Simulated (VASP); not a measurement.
# InSb (I-4m2) in VASP: a series of runs

The runs below take InSb through single point, with PBE.

Everything below comes from runs of VASP 6.6.1. Logs are shortened: lines on timing, memory, paths and dates and some standing lists are left out, and cuts for length are marked.

### 1 The cell of the first run

The structure is tetragonal, space group I-4m2 (No. 119). Conventional cell: a = 4.581 Å, b = 4.581 Å, c = 6.413 Å, α = 90.00°, β = 90.00°, γ = 90.00°. Within 3.7 Å of In (site symmetry -4m2) lie 4 Sb at 2.80 Å. Sb (site symmetry -4m2) has 4 In at 2.80 Å within 3.7 Å.

### 2 Single point, PBE (z stretched by -1 %, then relaxed in part)

INCAR reads:

```
SYSTEM = InSb
PREC     = Accurate       ! precision mode
ENCUT    = 520            ! plane-wave cutoff, eV
EDIFF    = 1E-6           ! SCF threshold, eV
ISMEAR   = -1             ! smearing method
SIGMA    = 0.05           ! smearing width, eV
LREAL    = .False.        ! projectors in reciprocal space
LASPH    = .True.         ! aspherical terms in the spheres
NELM     = 100            ! most SCF steps
ALGO     = Normal         ! electronic algorithm
ISIF     = 2              ! what is computed and relaxed
LWAVE    = .False.        ! write WAVECAR
LCHARG   = .False.        ! write CHGCAR
GGA      = PE             ! functional
NBANDS   = 16             ! bands
```

KPOINTS reads:

```
regular mesh
0
Gamma
  12 12 12
  0 0 0
```

POSCAR reads:

```
InSb
1.0
    0.0000000000      3.2391000000      3.2067090000
    3.2391000000      0.0000000000      3.2067090000
    3.2391000000      3.2391000000      0.0000000000
In Sb
1 1
Direct
    0.0000000000      0.0000000000      0.0000000000
    0.7500000000      0.7500000000      0.7500000000
```

Potentials or basis: VASP PAW PBE potentials, release 64 (In_d, Sb).

On the command line:

```sh
$ cat potpaw_PBE.64/In_d/POTCAR potpaw_PBE.64/Sb/POTCAR > POTCAR
$ mpirun -np 1 vasp_std > vasp.out
```

OUTCAR:

```text
SYSTEM = InSb
   PREC = Accurate
   ENCUT = 520
   EDIFF = 1E-6
   ISMEAR = -1
   LREAL = .False.
   LASPH = .True.
   NELM = 100
   ISIF = 2
   GGA = PE

 ion  position               nearest neighbor table
   1  0.000  0.000  0.000-   2 2.80   2 2.80   2 2.80   2 2.80
   2  0.750  0.750  0.750-   1 2.80   1 2.80   1 2.80   1 2.80

  LATTYP: Found a body centered tetragonal cell.
 ALAT       =     4.5807791499
 C/A-ratio  =     1.4000714267

  Lattice vectors:

 A1 = (   0.0000000000,  -3.2391000000,  -3.2067090000)
 A2 = (   0.0000000000,   3.2391000000,  -3.2067090000)
 A3 = (   3.2391000000,   0.0000000000,   3.2067090000)

Analysis of symmetry for initial positions (statically):
=====================================================================
 Subroutine PRICEL returns:
 Original cell was already a primitive cell.

 Routine SETGRP: Setting up the symmetry group for a
 body centered tetragonal supercell.

 Subroutine GETGRP returns: Found  8 space group operations
 (whereof  8 operations were pure point group operations)
 out of a pool of 16 trial point group operations.

The static configuration has the point symmetry D_2d.

Analysis of symmetry for dynamics (positions and initial velocities):
=====================================================================
 Subroutine PRICEL returns:
 Original cell was already a primitive cell.

 Routine SETGRP: Setting up the symmetry group for a
 body centered tetragonal supercell.

 Subroutine GETGRP returns: Found  8 space group operations
 (whereof  8 operations were pure point group operations)
 out of a pool of 16 trial point group operations.

The dynamic configuration has the point symmetry D_2d.

 Subroutine INISYM returns: Found  8 space group operations
 (whereof  8 operations are pure point group operations),
 and found     1 'primitive' translations

----------------------------------------------------------------------------------------

                                     Primitive cell

  volume of cell :      67.2881

  direct lattice vectors                    reciprocal lattice vectors
     0.000000000  3.239100000  3.206709000    -0.154363867  0.154363867  0.155923097
     3.239100000  0.000000000  3.206709000     0.154363867 -0.154363867  0.155923097
     3.239100000  3.239100000  0.000000000     0.154363867  0.154363867 -0.155923097

  length of vectors
     4.557932801  4.557932801  4.580779150     0.268269303  0.268269303  0.268269303

  position of ions in fractional coordinates (direct lattice)
[... 79 lines left out ...]
   EDIFF  = 0.1E-05   stopping-criterion for ELM
   LREAL  =      F    real-space projection
   EDIFFG = 0.1E-04   stopping-criterion for IOM
   NSW    =      0    number of steps for IOM
   IBRION =     -1    ionic relax: 0-MD 1-quasi-New 2-CG
   NFREE  =      0    steps in history (QN), initial steepest desc. (CG)
   ISIF   =      2    stress and relaxation
   ISYM   =      2    0-nonsym 1-usesym 2-fastsym
   POTIM  = 0.5000    time-step for ionic-motion
   TEBEG  =    0.0;   TEEND  =   0.0 temperature during run
   PSTRESS=    0.0 pullay stress
   NELECT =      18.0000    total number of electrons
   NUPDOWN=      -1.0000    fix difference up-down
   EMIN   =  10.00;   EMAX   =-10.00  energy-range for DOS
   EFERMI =   0.00;   METHOD = LEGACY
   ISMEAR =    -1;   SIGMA  =   0.05  broadening in eV -4-tet -1-fermi 0-gaus
   EFERMI_NEDOS =   21; number of points for ismear=-14 and -15
   IALGO  =     38    algorithm
   IMIX   =      4    mixing-type and parameters
     AMIX     =   0.40;   BMIX     =  1.00
     AMIX_MAG =   1.60;   BMIX_MAG =  1.00
  volume/ion in A,a.u.               =      33.64       227.04
  Fermi-wavevector in a.u.,A,eV,Ry     =   1.054839  1.993357 15.139008  1.112686
  Thomas-Fermi vector in A             =   2.190015
   LORBIT       =      0    0 simple, 1 ext, 2 COOP (PROOUT), +10 PAW based schemes
   GGA     = PE    functional components
   LHFCALC =     F    Hartree Fock is set to
   AEXX    =    0.0000 exact exchange contribution
   IVDW    =     0    specifies the selected vdW correction
   LEPSILON=     F    determine dielectric tensor
   LRPA    =     F    only Hartree local field effects (RPA)
 non-spin polarized calculation
  energy-cutoff  :      520.00
  volume of cell :       67.29
 maximum number of plane-waves:      1845
 NGX is ok and might be reduce to    36
   NGX = 17   NGY = 17   NGZ = 17

 number of electron      17.9999995 magnetization

 Free energy of the ion-electron system (eV)
  ---------------------------------------------------
  ext. energy  EPLUGINS =         0.00000000
  ---------------------------------------------------
  free energy    TOTEN  =        -6.89212530 eV

  energy without entropy =       -6.89189042  energy(sigma->0) =       -6.89200786

 E-fermi :   5.3096     XC(G=0):  -8.7309

 val. band max:        5.2496784544   @ k =   0.0000   0.0000   0.0000
 cond. band min:       5.7715659798   @ k =   0.5000   0.0000   0.0000
 fundamental gap:      0.5218875255
 Fermi energy:         5.3096312539

 k-point     1 :       0.0000    0.0000    0.0000
  band No.  band energies     occupation
      1      -9.4128      2.00000
      2      -9.4128      2.00000
      3      -9.4107      2.00000
      4      -9.3246      2.00000
      5      -9.3233      2.00000
      6      -5.5682      2.00000
[... 433 lines left out ...]
      3      -9.3869      2.00000
      4      -9.3268      2.00000
      5      -9.3217      2.00000
      6      -4.0170      2.00000
[... 8 lines left out ...]
     15      13.4933      0.00000
     16      13.8404      0.00000

 [... further k-points ...]

------------------------ aborting loop because EDIFF is reached ----------------------------------------

  FORCE on cell =-STRESS in cart. coord.  units (eV):
  Direction    XX          YY          ZZ          XY          YZ          ZX
  --------------------------------------------------------------------------------------
  -------------------------------------------------------------------------------------
  Total        1.4929653      1.4929653      1.5976803      0.0000000      0.0000000      0.0000000
  in kB       35.5485627     35.5485627     38.0419013      0.0000000      0.0000000      0.0000000
  external PRESSURE =      36.3796756 kB  Pullay stress =       0.0000000 kB

 VOLUME and BASIS-vectors are now :
 -----------------------------------------------------------------------------
  energy-cutoff  :      520.00
  volume of cell :       67.29
      direct lattice vectors                 reciprocal lattice vectors
     0.000000000  3.239100000  3.206709000    -0.154363867  0.154363867  0.155923097
     3.239100000  0.000000000  3.206709000     0.154363867 -0.154363867  0.155923097
     3.239100000  3.239100000  0.000000000     0.154363867  0.154363867 -0.155923097

 POSITION                                       TOTAL-FORCE (eV/Angst)
 -----------------------------------------------------------------------------------
      0.00000      0.00000      0.00000         0.000000      0.000000      0.000000
      4.85865      4.85865      4.81006        -0.000000     -0.000000     -0.000000
 -----------------------------------------------------------------------------------
    total drift:                                0.000000      0.000000     -0.000000

  FREE ENERGIE OF THE ION-ELECTRON SYSTEM (eV)
  ---------------------------------------------------
  free  energy   TOTEN  =        -6.8921253030 eV

  energy  without entropy=       -6.8918904180  energy(sigma->0) =       -6.89200786
```

OSZICAR:

```text
N       E                     dE             d eps       ncg     rms          rms(c)
DAV:   1     0.113170278658E+03    0.11317E+03   -0.79300E+03  5216   0.112E+03
DAV:   2     0.161544743164E+00   -0.11301E+03   -0.10931E+03  5888   0.280E+02
DAV:   3    -0.679988706723E+01   -0.69614E+01   -0.69384E+01  6728   0.716E+01
DAV:   4    -0.699440914652E+01   -0.19452E+00   -0.19448E+00  6576   0.137E+01
DAV:   5    -0.700437552172E+01   -0.99664E-02   -0.99662E-02  7840   0.253E+00    0.425E+00
DAV:   6    -0.690497777347E+01    0.99398E-01   -0.15287E-01  7560   0.603E+00    0.246E+00
DAV:   7    -0.689044445708E+01    0.14533E-01   -0.70653E-02  7000   0.251E+00    0.630E-01
DAV:   8    -0.689140592218E+01   -0.96147E-03   -0.78503E-03  6904   0.103E+00    0.266E-01
DAV:   9    -0.689203607875E+01   -0.63016E-03   -0.93641E-04  6488   0.257E-01    0.765E-02
DAV:  10    -0.689208191866E+01   -0.45840E-04   -0.49555E-05  7144   0.486E-02    0.386E-02
DAV:  11    -0.689212361700E+01   -0.41698E-04   -0.73508E-05  6128   0.566E-02    0.236E-02
DAV:  12    -0.689212502901E+01   -0.14120E-05   -0.12041E-06  6184   0.831E-03    0.646E-03
DAV:  13    -0.689212530295E+01   -0.27394E-06   -0.13898E-06  6176   0.665E-03
   1 F= -.68921253E+01 E0= -.68920079E+01  d E =-.234885E-03
```

It took 74 s on 1 thread of Intel Xeon 6975P-C (Granite Rapids), shared host; peak memory 0.33 GiB.

What came out:

```yaml
Free_energy: -6.8921 eV
Pressure: 3.6 GPa
```

Stress tensor (GPa, compression positive):
```
3.55 0.00 0.00
0.00 3.55 0.00
0.00 0.00 3.80
```

Levels at points of the mesh, in eV from the Fermi level:
```tsv
k point	band 6	band 7	band 8	band 9	band 10	band 11	band 12	band 13
(0.00, 0.00, 0.00)	-10.88	-0.22	-0.11	-0.11	-0.06	2.85	2.87	2.87
(0.50, 0.00, 0.00)	-9.48	-5.76	-1.15	-1.08	0.46	3.69	3.75	6.00
(0.50, 0.50, 0.00)	-8.84	-6.02	-2.43	-2.43	1.18	1.20	8.13	8.13
(0.50, 0.00, 0.50)	-8.87	-6.07	-2.38	-2.37	1.25	1.26	8.10	8.14
```

Caveat: the cell differs from its parent crystal (z stretched by -1 %, then relaxed in part); spin-orbit coupling is left out, which moves the levels of the heavy elements.

### 3 Single point, PBE (z stretched by +1 %, then relaxed in part)

INCAR reads:

```
PREC = Accurate
ENCUT = 520
EDIFF = 1E-6
ISMEAR = -1
SIGMA = 0.05
LREAL = F
LASPH = T
NELM = 80
ALGO = Normal
ISIF = 2
LWAVE = F
LCHARG = T
GGA = PE
LELF = T
LVHAR = T
NBANDS = 16
```

KPOINTS reads:

```
Automatic mesh
0
Gamma
  12 12 12
```

POSCAR reads:

```
InSb
1.0
    0.0000000000      3.2391000000      3.2714910000
    3.2391000000      0.0000000000      3.2714910000
    3.2391000000      3.2391000000      0.0000000000
In Sb
1 1
Direct
    0.0000000000      0.0000000000      0.0000000000
    0.7500000000      0.7500000000      0.7500000000
```

Potentials or basis: VASP PAW PBE potentials, release 64 (In_d, Sb).

On the command line:

```sh
$ cat potpaw_PBE.64/In_d/POTCAR potpaw_PBE.64/Sb/POTCAR > POTCAR
$ mpirun -np 1 vasp_std > vasp.out
```

Run time: 68 s. Hardware: 1 thread of Intel Xeon 6975P-C (Granite Rapids), shared host; peak memory 0.33 GiB.

Results (log left out):

```
Free energy            : -6.9188 eV
Pressure               : 2.6 GPa
Band gap on the k mesh : zero (filled and empty bands touch)
```

Stress tensor (GPa, compression positive):
```
2.70 0.00 0.00
0.00 2.70 0.00
0.00 0.00 2.44
```

Levels at points of the mesh, in eV from the Fermi level:
```
           k point  band 7  band 8  band 9  band 10  band 11  band 12
(0.00, 0.00, 0.00)   -0.34   -0.13   -0.08    -0.08     2.86     2.86
(0.50, 0.00, 0.00)   -5.67   -1.12   -1.05     0.43     3.69     3.74
(0.50, 0.50, 0.00)   -6.00   -2.29   -2.29     1.29     1.30     8.00
(0.50, 0.00, 0.50)   -5.95   -2.35   -2.34     1.22     1.25     7.98
```

Caveat: the cell differs from its parent crystal (z stretched by +1 %, then relaxed in part); spin-orbit coupling is left out, which moves the levels of the heavy elements.
